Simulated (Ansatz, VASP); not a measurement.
One calculation of Pt3Pb, two programs

```xyz
4
Lattice="4.1114 0.0000 0.0000 0.0000 4.1114 0.0000 0.0000 0.0000 4.1114" Properties=species:S:1:pos:R:3 pbc="T T T"
Pt    0.0000    2.0557    2.0557
Pt    2.0557    0.0000    2.0557
Pt    2.0557    2.0557    0.0000
Pb    0.0000    0.0000    0.0000
```

Change from the starting cell: volume scaled by 1.04.

Alike in both runs: task single point; functional LDA; k mesh 9 × 9 × 9; occupations fermi-dirac, width 0.03 eV; no spin polarisation.

```csv
,VASP,Ansatz
version,VASP 6.6.1,Ansatz 0.2.0
potentials or method,"VASP PAW LDA potentials, release 64 (Pt, Pb_d), cutoff 520 eV","all-electron LAPW, scalar-relativistic"
```

|  | VASP | Ansatz | Ansatz less VASP |
| --- | --- | --- | --- |
| pressure (GPa) | -9.5 | -10.0 | -0.48 |

LDA's correlation is that of Perdew and Zunger in VASP and of Perdew and Wang (1992) in Ansatz. Ansatz ran all-electron here, and VASP with PAW potentials.

Spin-orbit coupling is off throughout.
